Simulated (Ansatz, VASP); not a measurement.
## Two plane-wave programs on CsB3

```
CELL_PARAMETERS angstrom
6.87429 0.00000 0.00000
-3.43715 5.95331 0.00000
0.00000 0.00000 3.37943
ATOMIC_POSITIONS crystal
Cs 0.66667 0.33333 0.25000
Cs 0.33333 0.66667 0.75000
B 0.08382 0.91618 0.25000
B 0.08382 0.16763 0.25000
B 0.83237 0.91618 0.25000
B 0.16763 0.08382 0.75000
B 0.91618 0.83237 0.75000
B 0.91618 0.08382 0.75000
```

Alike in both runs: functional PBE; k mesh 6 × 6 × 12; occupations gaussian, width 0.1 eV; no spin polarisation.

Ansatz relaxed the structure, and its values are those at the end. VASP's run is a single point on that final structure, the one shown.

|  | VASP | Ansatz |
| --- | --- | --- |
| version | VASP 6.6.1 | Ansatz 0.2.0 |
| potentials or method | VASP PAW PBE potentials, release 64 (Cs_sv, B), cutoff 520 eV | scalar-relativistic, plane waves, PAW |
| valence electrons in the cell | 36 | 36 |

```tsv
	VASP	Ansatz	Ansatz less VASP
gap on the k mesh at the Fermi level (eV)	none	none	-
pressure (GPa)	0.2	0.0	-0.17
rms of the force components (eV/Å)	0.010	0.001	-0.0085
```

A gap of «none» marks a metal or a gap that the smearing closes. With one functional, cell and mesh, what is left measures potentials, basis and numerics.

Spin-orbit coupling is off throughout.
